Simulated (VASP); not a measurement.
# Si4B (P6/mmm) in VASP: notebook, part 2 of 2

VASP 6.6.1. Earlier steps stand in the parts before.

### Step 5. Single point, PBE

This run uses another cell than the first one, of 16.49 Å³/atom.

INCAR reads:

```
SYSTEM = Si4B
ALGO     = Normal         ! electronic algorithm
EDIFF    = 1E-6           ! SCF threshold, eV
ENCUT    = 520            ! plane-wave cutoff, eV
GGA      = PE             ! functional
ISIF     = 2              ! what is computed and relaxed
ISMEAR   = 0              ! smearing method
LASPH    = .True.         ! aspherical terms in the spheres
LCHARG   = .True.         ! write CHGCAR
LELF     = .True.         ! ELF
LREAL    = .False.        ! projectors in reciprocal space
LVHAR    = .True.       
LWAVE    = .False.        ! write WAVECAR
NBANDS   = 18             ! bands
NELM     = 100            ! most SCF steps
PREC     = Accurate       ! precision mode
SIGMA    = 0.1            ! smearing width, eV
```

KPOINTS reads:

```
k-points
0
Gamma
  12 12 10
  0 0 0
```

POSCAR reads:

```
Si4B
1.0
    4.9226479474      0.0000000000      0.0000000000
   -2.4613239737      4.2631381763      0.0000000000
    0.0000000000      0.0000000000      3.9287053527
Si B
4 1
Direct
    0.5000000000      0.0000000000      0.0000000000
    0.0000000000      0.5000000000      0.0000000000
    0.5000000000      0.5000000000      0.0000000000
    0.0000000000      0.0000000000      0.5000000000
    0.0000000000      0.0000000000      0.0000000000
```

Potentials or basis: VASP PAW PBE potentials, release 64 (Si, B).

Run with:

```console
$ cat potpaw_PBE.64/Si/POTCAR potpaw_PBE.64/B/POTCAR > POTCAR
$ mpirun -np 1 vasp_std > vasp.out
```

OUTCAR:

```text
SYSTEM = Si4B
   EDIFF = 1E-6
   ENCUT = 520
   GGA = PE
   ISIF = 2
   ISMEAR = 0
   LASPH = .True.
   LREAL = .False.
   NELM = 100
   PREC = Accurate

 ion  position               nearest neighbor table
   1  0.500  0.000  0.000-   2 2.46   3 2.46   3 2.46   2 2.46   5 2.46   5 2.46
   2  0.000  0.500  0.000-   1 2.46   5 2.46   5 2.46   1 2.46   3 2.46   3 2.46
   3  0.500  0.500  0.000-   1 2.46   5 2.46   1 2.46   5 2.46   2 2.46   2 2.46
   4  0.000  0.000  0.500-   5 1.96   5 1.96
   5  0.000  0.000  0.000-   4 1.96   4 1.96   2 2.46   3 2.46   2 2.46   3 2.46   1 2.46   1 2.46

  LATTYP: Found a hexagonal cell.
 ALAT       =     4.9226479474
 C/A-ratio  =     0.7980878167

  Lattice vectors:

 A1 = (   4.9226479474,   0.0000000000,   0.0000000000)
 A2 = (  -2.4613239737,   4.2631381763,   0.0000000000)
 A3 = (   0.0000000000,   0.0000000000,   3.9287053527)

Analysis of symmetry for initial positions (statically):
=====================================================================
 Subroutine PRICEL returns:
 Original cell was already a primitive cell.

 Routine SETGRP: Setting up the symmetry group for a
 hexagonal supercell.

 Subroutine GETGRP returns: Found 24 space group operations
 (whereof 24 operations were pure point group operations)
 out of a pool of 24 trial point group operations.

The static configuration has the point symmetry D_6h.

Analysis of symmetry for dynamics (positions and initial velocities):
=====================================================================
 Subroutine PRICEL returns:
 Original cell was already a primitive cell.

 Routine SETGRP: Setting up the symmetry group for a
 hexagonal supercell.

 Subroutine GETGRP returns: Found 24 space group operations
 (whereof 24 operations were pure point group operations)
 out of a pool of 24 trial point group operations.

The dynamic configuration has the point symmetry D_6h.

 Subroutine INISYM returns: Found 24 space group operations
 (whereof 24 operations are pure point group operations),
 and found     1 'primitive' translations

----------------------------------------------------------------------------------------

                                     Primitive cell

  volume of cell :      82.4475

  direct lattice vectors                    reciprocal lattice vectors
     4.922647947  0.000000000  0.000000000     0.203142701  0.117284493  0.000000000
    -2.461323974  4.263138176  0.000000000     0.000000000  0.234568986  0.000000000
     0.000000000  0.000000000  3.928705353     0.000000000  0.000000000  0.254536777

  length of vectors
     4.922647947  4.922647947  3.928705353     0.234568986  0.234568986  0.254536777

  position of ions in fractional coordinates (direct lattice)
     0.500000000  0.000000000  0.000000000
     0.000000000  0.500000000  0.000000000
     0.500000000  0.500000000  0.000000000
     0.000000000  0.000000000  0.500000000
     0.000000000  0.000000000  0.000000000

  ion indices of the primitive-cell ions
   primitive index   ion index
                 1           1
                 2           2
                 3           3
                 4           4
                 5           5

----------------------------------------------------------------------------------------

 KPOINTS: k-points
[... 28 lines left out ...]
  0.250000  0.000000  0.000000      6.000000
  0.333333  0.000000  0.000000      6.000000
  0.416667  0.000000  0.000000      6.000000
[... 16 lines left out ...]
  0.250000  0.000000  0.100000     12.000000
  0.333333  0.000000  0.100000     12.000000
 [... further k-points ...]
   k-points           NKPTS =    114   k-points in BZ     NKDIM =    114   number of bands    NBANDS=     18
   number of dos      NEDOS =    301   number of ions     NIONS =      5
   total plane-waves  NPLWV =  48000
   dimension x,y,z NGX =    40 NGY =   40 NGZ =   30
   dimension x,y,z NGXF=    80 NGYF=   80 NGZF=   60
   ions per type =               4   1
   NGX,Y,Z   is equivalent  to a cutoff of  13.51, 13.51, 12.69 a.u.
   NGXF,Y,Z  is equivalent  to a cutoff of  27.02, 27.02, 25.39 a.u.
 SYSTEM =  Si4B
   PREC   = accura    normal or accurate (medium, high low for compatibility)
   ISTART =      0    job   : 0-new  1-cont  2-samecut
   ICHARG =      2    charge: 1-file 2-atom 10-const
   ISPIN  =      1    spin polarized calculation?
   LNONCOLLINEAR =      F non collinear calculations
   LSORBIT =      F    spin-orbit coupling
   LASPH  =      T    aspherical Exc in radial PAW
   ENCUT  =  520.0 eV  38.22 Ry    6.18 a.u.   9.15  9.15  7.30*2*pi/ulx,y,z
   NELM   =    100;   NELMIN=  2; NELMDL= -5     # of ELM steps
   EDIFF  = 0.1E-05   stopping-criterion for ELM
   LREAL  =      F    real-space projection
   EDIFFG = 0.1E-04   stopping-criterion for IOM
   NSW    =      0    number of steps for IOM
   IBRION =     -1    ionic relax: 0-MD 1-quasi-New 2-CG
   NFREE  =      0    steps in history (QN), initial steepest desc. (CG)
   ISIF   =      2    stress and relaxation
   ISYM   =      2    0-nonsym 1-usesym 2-fastsym
   POTIM  = 0.5000    time-step for ionic-motion
   TEBEG  =    0.0;   TEEND  =   0.0 temperature during run
   PSTRESS=    0.0 pullay stress
   NELECT =      19.0000    total number of electrons
   NUPDOWN=      -1.0000    fix difference up-down
   EMIN   =  10.00;   EMAX   =-10.00  energy-range for DOS
   EFERMI =   0.00;   METHOD = LEGACY
   ISMEAR =     0;   SIGMA  =   0.10  broadening in eV -4-tet -1-fermi 0-gaus
   EFERMI_NEDOS =   21; number of points for ismear=-14 and -15
   IALGO  =     38    algorithm
   IMIX   =      4    mixing-type and parameters
     AMIX     =   0.40;   BMIX     =  1.00
     AMIX_MAG =   1.60;   BMIX_MAG =  1.00
  volume/ion in A,a.u.               =      16.49       111.28
  Fermi-wavevector in a.u.,A,eV,Ry     =   1.003691  1.896701 13.706457  1.007396
  Thomas-Fermi vector in A             =   2.136259
   LORBIT       =      0    0 simple, 1 ext, 2 COOP (PROOUT), +10 PAW based schemes
   GGA     = PE    functional components
   LHFCALC =     F    Hartree Fock is set to
   AEXX    =    0.0000 exact exchange contribution
   IVDW    =     0    specifies the selected vdW correction
   LEPSILON=     F    determine dielectric tensor
   LRPA    =     F    only Hartree local field effects (RPA)
 non-spin polarized calculation
 Gauss-broadening in eV      SIGMA  =   0.10
  energy-cutoff  :      520.00
  volume of cell :       82.45
 maximum number of plane-waves:      2241
 NGX is ok and might be reduce to    40
   NGX = 19   NGY = 19   NGZ = 15

 number of electron      19.0000000 magnetization

 Free energy of the ion-electron system (eV)
  ---------------------------------------------------
  ext. energy  EPLUGINS =         0.00000000
  ---------------------------------------------------
  free energy    TOTEN  =       -23.30448366 eV

  energy without entropy =      -23.29499640  energy(sigma->0) =      -23.29974003

 E-fermi :   6.7715     XC(G=0): -10.0781

 val. band max:        6.7681886325   @ k =   0.4167   0.1667   0.1000
 cond. band min:       6.7816010722   @ k =   0.5000   0.0000   0.5000
 fundamental gap:      0.0134124398
 Fermi energy:         6.7715129988

 k-point     1 :       0.0000    0.0000    0.0000
  band No.  band energies     occupation
      1      -6.6661      2.00000
      2      -0.6326      2.00000
      3       0.7290      2.00000
      4       0.7290      2.00000
      5       1.0883      2.00000
      6       1.6177      2.00000
[... 481 lines left out ...]
      5       1.3454      2.00000
      6       3.5998      2.00000
[... 10 lines left out ...]
     17      13.1197      0.00000
     18      13.5550      0.00000

 [... further k-points ...]

------------------------ aborting loop because EDIFF is reached ----------------------------------------

  FORCE on cell =-STRESS in cart. coord.  units (eV):
  Direction    XX          YY          ZZ          XY          YZ          ZX
  --------------------------------------------------------------------------------------
  -------------------------------------------------------------------------------------
  Total       -0.0336400     -0.0336400      0.0016240      0.0000000     -0.0000000      0.0000000
  in kB       -0.6537157     -0.6537157      0.0315589      0.0000000     -0.0000000      0.0000000
  external PRESSURE =      -0.4252908 kB  Pullay stress =       0.0000000 kB

 VOLUME and BASIS-vectors are now :
 -----------------------------------------------------------------------------
  energy-cutoff  :      520.00
  volume of cell :       82.45
      direct lattice vectors                 reciprocal lattice vectors
     4.922647947  0.000000000  0.000000000     0.203142701  0.117284493  0.000000000
    -2.461323974  4.263138176  0.000000000     0.000000000  0.234568986  0.000000000
     0.000000000  0.000000000  3.928705353     0.000000000  0.000000000  0.254536777

 POSITION                                       TOTAL-FORCE (eV/Angst)
 -----------------------------------------------------------------------------------
      2.46132      0.00000      0.00000        -0.000000      0.000000      0.000000
     -1.23066      2.13157      0.00000         0.000000      0.000000      0.000000
      1.23066      2.13157      0.00000        -0.000000      0.000000      0.000000
      0.00000      0.00000      1.96435        -0.000000      0.000000      0.000000
      0.00000      0.00000      0.00000         0.000000      0.000000      0.000000
 -----------------------------------------------------------------------------------
    total drift:                                0.000000     -0.000000     -0.000000

  FREE ENERGIE OF THE ION-ELECTRON SYSTEM (eV)
  ---------------------------------------------------
  free  energy   TOTEN  =       -23.3044836570 eV

  energy  without entropy=      -23.2949963964  energy(sigma->0) =      -23.29974003
```

Wall time 61 s (1 thread of Intel Xeon 6975P-C (Granite Rapids), shared host); peak memory 0.29 GiB.

Results:

* Free energy: -23.3045 eV
* Pressure: 0.0 GPa
* Band gap on the k mesh: zero (an odd number of electrons rules out a gap without spin polarisation)

### Step 6. Relaxation of cell and atoms, PBE

This run uses another cell than the first one, of 16.42 Å³/atom.

INCAR reads:

```
SYSTEM = Si4B
ALGO = Normal
EDIFF = 1E-7
EDIFFG = -0.01
ENCUT = 600
GGA = PE
IBRION = 2
ISIF = 3
ISMEAR = 0
LASPH = .True.
LCHARG = .False.
LREAL = .False.
LWAVE = .False.
NELM = 60
NSW = 100
PREC = Accurate
SIGMA = 0.1
```

KPOINTS is that of step 5.

Changes to POSCAR since step 5:

```diff
@@ -2,5 +2,5 @@
 1.0
-    4.9226479474      0.0000000000      0.0000000000
-   -2.4613239737      4.2631381763      0.0000000000
-    0.0000000000      0.0000000000      3.9287053527
+    4.9231411053      0.0000000000      0.0000000000
+   -2.4615705527      4.2635652636      0.0000000000
+    0.0000000000      0.0000000000      3.9111244911
 Si B
```

Potentials or basis: VASP PAW PBE potentials, release 64 (Si, B).

Run with:

```console
$ cat potpaw_PBE.64/Si/POTCAR potpaw_PBE.64/B/POTCAR > POTCAR
$ mpirun -np 1 vasp_std > vasp.out
```

OUTCAR:

```text
SYSTEM = Si4B
   EDIFF = 1E-7
   EDIFFG = -0.01
   ENCUT = 600
   GGA = PE
   IBRION = 2
   ISIF = 3
   ISMEAR = 0
   LASPH = .True.
   LREAL = .False.
   NELM = 60
   NSW = 100
   PREC = Accurate

 ion  position               nearest neighbor table
   1  0.500  0.000  0.000-   2 2.46   2 2.46   5 2.46   5 2.46   3 2.46   3 2.46   4 3.14   4 3.14
                             4 3.14   4 3.14
   2  0.000  0.500  0.000-   1 2.46   1 2.46   3 2.46   3 2.46   5 2.46   5 2.46   4 3.14   4 3.14
[... 646 lines left out ...]
  -------------------------------------------------------------------------------------
  Total       -0.0277567     -0.0277567     -0.0261110      0.0000000     -0.0000000      0.0000000
  in kB       -0.5393220     -0.5393220     -0.5073449      0.0000000     -0.0000000      0.0000000
  external PRESSURE =      -0.5286630 kB  Pullay stress =       0.0000000 kB

 VOLUME and BASIS-vectors are now :
 -----------------------------------------------------------------------------
  energy-cutoff  :      600.00
  volume of cell :       82.46
      direct lattice vectors                 reciprocal lattice vectors
     4.922401768  0.000000000  0.000000000     0.203152861  0.117290359 -0.000000000
    -2.461200884  4.262924979  0.000000000    -0.000000000  0.234580717 -0.000000000
     0.000000000  0.000000000  3.929574379     0.000000000 -0.000000000  0.254480487

 POSITION                                       TOTAL-FORCE (eV/Angst)
 -----------------------------------------------------------------------------------
      2.46120      0.00000      0.00000         0.000000     -0.000000      0.000000
      3.69180      2.13146      0.00000         0.000000      0.000000      0.000000
      1.23060      2.13146      0.00000        -0.000000     -0.000000      0.000000
      0.00000      0.00000      1.96479        -0.000000      0.000000      0.000000
      0.00000      0.00000      0.00000        -0.000000      0.000000      0.000000
 -----------------------------------------------------------------------------------
    total drift:                                0.000000     -0.000000     -0.000000

  FREE ENERGIE OF THE ION-ELECTRON SYSTEM (eV)
  ---------------------------------------------------
  free  energy   TOTEN  =       -23.3055823181 eV

  energy  without entropy=      -23.2960813809  energy(sigma->0) =      -23.30083185

 reached required accuracy - stopping structural energy minimisation
```

OSZICAR:

```text
N       E                     dE             d eps       ncg     rms          rms(c)
DAV:   1     0.448756862117E+02    0.44876E+02   -0.82489E+03  2964   0.135E+03
DAV:   2    -0.206504229901E+02   -0.65526E+02   -0.63299E+02  3751   0.171E+02
DAV:   3    -0.244119200144E+02   -0.37615E+01   -0.36222E+01  4115   0.373E+01
[... 16 lines left out ...]
DAV:   4    -0.233055912855E+02    0.39459E-04   -0.21496E-04  3521   0.877E-02    0.151E-02
DAV:   5    -0.233055833093E+02    0.79762E-05   -0.30264E-05  3652   0.369E-02    0.603E-03
DAV:   6    -0.233055828817E+02    0.42755E-06   -0.42713E-06  3734   0.131E-02    0.429E-03
DAV:   7    -0.233055823736E+02    0.50818E-06   -0.53437E-07  3492   0.478E-03    0.890E-04
DAV:   8    -0.233055823181E+02    0.55417E-07   -0.87048E-08  1757   0.194E-03
   2 F= -.23305582E+02 E0= -.23300832E+02  d E =-.108375E-02
```

CONTCAR:

```text
Si4B
   1.00000000000000
     4.9224017683871457    0.0000000000000087    0.0000000000000000
    -2.4612008842435578    4.2629249790515109    0.0000000000000000
     0.0000000000000000    0.0000000000000000    3.9295743791263118
  Si              B
     4     1
Direct
     0.5000000000000000    0.0000000000000000    0.0000000000000000
     1.0000000000000000    0.5000000000000000    0.0000000000000000
     0.5000000000000000    0.5000000000000000    0.0000000000000000
     0.0000000000000000    0.0000000000000000    0.5000000000000000
     0.0000000000000000    0.0000000000000000    0.0000000000000000

  0.00000000E+00  0.00000000E+00  0.00000000E+00
  0.00000000E+00  0.00000000E+00  0.00000000E+00
  0.00000000E+00  0.00000000E+00  0.00000000E+00
  0.00000000E+00  0.00000000E+00  0.00000000E+00
  0.00000000E+00  0.00000000E+00  0.00000000E+00
```

Run time: 2.1 min. Hardware: 1 thread of Intel Xeon 6975P-C (Granite Rapids), shared host; peak memory 0.3 GiB.

What came out:

* Free energy: -23.3056 eV
* Relaxed volume: 16.49 Å³/atom
* Relaxed cell: a = 4.922 Å, b = 4.922 Å, c = 3.930 Å, α = 90.00°, β = 90.00°, γ = 120.00°
* Space group after relaxing (to 0.1 Å): P6/mmm (No. 191)
* Energy gained by relaxing: 0.2 meV/atom
* Ionic steps: 2
* Pressure after relaxing: -0.1 GPa
* Band gap on the k mesh: zero (an odd number of electrons rules out a gap without spin polarisation)

Step by step:
| step | energy change (eV) | largest force (eV/Å) | pressure (GPa) | volume (Å³) |
| --- | --- | --- | --- | --- |
| 1 | 0.0000 | 0.0000 | 0.30 | 82.10 |
| 2 | -0.0011 | 0.0000 | -0.05 | 82.46 |

Final structure:
```
Si B
1.0
     4.92240    0.00000    0.00000
    -2.46120    4.26292    0.00000
     0.00000    0.00000    3.92957
Si B
4 1
Cartesian
  2.4612 0.0000 0.0000
  3.6918 2.1315 0.0000
  1.2306 2.1315 0.0000
  0.0000 0.0000 1.9648
  0.0000 0.0000 0.0000
```

Levels at points of the mesh, in eV from the Fermi level:
```
           k point  band 6  band 7  band 8  band 9  band 10  band 11  band 12  band 13
(0.00, 0.00, 0.00)   -5.15   -4.61   -4.61   -1.69     0.21     3.25     3.25     3.89
(0.50, 0.00, 0.00)   -2.11   -1.36   -0.85    0.21     0.27     0.43     1.48     1.58
(0.00, 0.00, 0.50)   -5.28   -3.95   -3.95   -2.31    -0.80    -0.80     0.91     0.91
(0.50, 0.00, 0.50)   -4.63   -1.94   -1.36   -0.47     0.01     0.93     1.07     3.62
```

### Step 7. Overview

| task | cell | k mesh | cutoff (eV) | gap on the mesh (eV) | pressure (GPa) | relaxed volume (Å³/atom) |
| --- | --- | --- | --- | --- | --- | --- |
| single point | a = 3.457, b = 3.457, c = 6.812 Å, angles 90.0, 90.0, 120.0°, 5 atoms | 6 × 6 × 4 | 520 | none | 159.4 | - |
| single point | a = 4.923, b = 4.923, c = 3.911 Å, angles 90.0, 90.0, 120.0°, 5 atoms | 6 × 6 × 4 | 520 | none | 0.0 | - |
| relaxation of cell and atoms | relaxed from a = 3.457, b = 3.457, c = 6.812 Å, angles 90.0, 90.0, 120.0°, 5 atoms | 6 × 6 × 4 | 600 | none | 0.0 | 16.40 |
| single point | a = 4.923, b = 4.923, c = 3.929 Å, angles 90.0, 90.0, 120.0°, 5 atoms | 12 × 12 × 10 | 520 | none | 0.0 | - |
| relaxation of cell and atoms | relaxed from a = 4.923, b = 4.923, c = 3.911 Å, angles 90.0, 90.0, 120.0°, 5 atoms | 12 × 12 × 10 | 600 | none | -0.1 | 16.49 |

Alike in all rows: level PBE; potentials or basis VASP PAW PBE potentials, release 64 (Si, B); no spin polarisation; smearing gaussian 0.1 eV.

Caveats: some runs use coarse meshes; the cell stands under pressure (at least some runs); the volume moved by over 15 % at a fixed basis, so the end points are rough (at least some runs).

Total energies depend on the potentials used, so only differences within one code and one set of settings carry meaning.
